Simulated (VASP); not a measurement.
A run of VASP 6.6.1 is set up as follows.

Contents of INCAR:

```
SYSTEM = ZrTa2C2
ALGO     = Normal         ! electronic algorithm
EDIFF    = 1E-6           ! SCF threshold, eV
ENCUT    = 520            ! plane-wave cutoff, eV
GGA      = PE             ! functional
ISIF     = 2              ! what is computed and relaxed
ISMEAR   = 0              ! smearing method
LASPH    = .TRUE.         ! aspherical terms in the spheres
LCHARG   = .FALSE.        ! write CHGCAR
LREAL    = .FALSE.        ! projectors in reciprocal space
LWAVE    = .FALSE.        ! write WAVECAR
NBANDS   = 29             ! bands
NELM     = 60             ! most SCF steps
PREC     = Accurate       ! precision mode
SIGMA    = 0.1            ! smearing width, eV
```

File KPOINTS:

```
k-points
0
G
  10 10 8
  0 0 0
```

The input POSCAR:

```
ZrTa2C2
1.0
    4.1295948418      0.0000000000      0.0000000000
    0.0000000000      4.1295948418      0.0000000000
    0.0000000000      0.0000000000      5.6683716572
Zr Ta C
1 2 2
Direct
    0.0000000000      0.0000000000      0.0000000000
    0.5000000000      0.0000000000      0.5000000000
    0.0000000000      0.5000000000      0.5000000000
    0.0000000000      0.0000000000      0.6286510860
    0.0000000000      0.0000000000      0.3713489140
```

Potentials or basis: VASP PAW PBE potentials, release 64 (Zr_sv, Ta_pv, C).

Run with:

```bash
$ cat potpaw_PBE.64/Zr_sv/POTCAR potpaw_PBE.64/Ta_pv/POTCAR potpaw_PBE.64/C/POTCAR > POTCAR
$ mpirun -np 1 vasp_std > vasp.out
```

Problem. Estimate the band gap on the k mesh.

Solution. Zero (band 21 reaches 4.83 eV, above the bottom of band 22 at 4.28 eV).

Problem. What does it give for the largest force?

Solution. 0.071 eV/Å.

Problem. Predict the pressure.

Solution. 0.3 GPa.

Forces in eV/Å, atoms in the order of the input:
```
Zr   0.000  0.000  0.000
Ta   0.000  0.000  0.000
Ta   0.000  0.000  0.000
C    0.000  0.000  0.071
C    0.000  0.000 -0.071
```

Caveat: spin-orbit coupling is left out, which moves the levels of the heavy elements.
